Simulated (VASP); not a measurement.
The system is Zr5N.

```
Zr N
1.0
     1.69113   -5.58340    0.00000
     1.69113    5.58340    0.00000
     0.00000    0.00000    7.27448
Zr N
5 1
Direct
  0.86786 0.13214 0.21184
  0.13214 0.86786 0.21184
  0.13214 0.86786 0.78816
  0.86786 0.13214 0.78816
  0.50000 0.50000 0.50000
  0.00000 0.00000 0.00000
```

The cell was generated, and may not be a known phase.

- Program: VASP 6.6.1
- Task: relaxation of cell and atoms
- Functional: PBE
- Potentials or basis: VASP PAW PBE potentials, release 64 (Zr_sv, N)
- Cutoff: 600 eV
- k mesh: 6 × 6 × 4
- Occupations: gaussian, width 0.1 eV
- Spin: no spin polarisation

At the start: pressure -0.5 GPa; volume 22.90 Å³/atom.

Task: How do energy, volume and symmetry change on relaxing?

Result: Over 8 steps the energy falls by 2.6 meV/atom and the volume is 22.73 Å³/atom (-0.7 %); space group Cmmm (No. 65, to 0.1 Å) before and after.

The path:
```csv
step,energy change (eV),largest force (eV/Å),pressure (GPa),volume (Å³)
1,0.0000,0.0757,-0.49,137.38
2,-0.0101,0.0503,0.17,135.98
3,-0.0107,0.0658,0.36,135.59
4,-0.0133,0.1330,-0.15,136.23
5,-0.0133,0.1381,-0.17,136.28
6,-0.0153,0.0616,-0.04,136.33
7,-0.0156,0.0217,0.07,136.36
8,-0.0157,0.0241,0.05,136.36
```

Final structure:
```cif
data_structure
_symmetry_space_group_name_H-M 'P 1'
_symmetry_Int_Tables_number 1
_cell_length_a 5.8820
_cell_length_b 5.8820
_cell_length_c 7.2881
_cell_angle_alpha 90.000
_cell_angle_beta 90.000
_cell_angle_gamma 147.264
_cell_volume 136.36
loop_
_atom_site_label
_atom_site_type_symbol
_atom_site_fract_x
_atom_site_fract_y
_atom_site_fract_z
_atom_site_occupancy
Zr1 Zr 0.86905 0.13095 0.21149 1
Zr2 Zr 0.13095 0.86905 0.21149 1
Zr3 Zr 0.13095 0.86905 0.78851 1
Zr4 Zr 0.86905 0.13095 0.78851 1
Zr5 Zr 0.50000 0.50000 0.50000 1
N1 N 0.00000 0.00000 0.00000 1
```
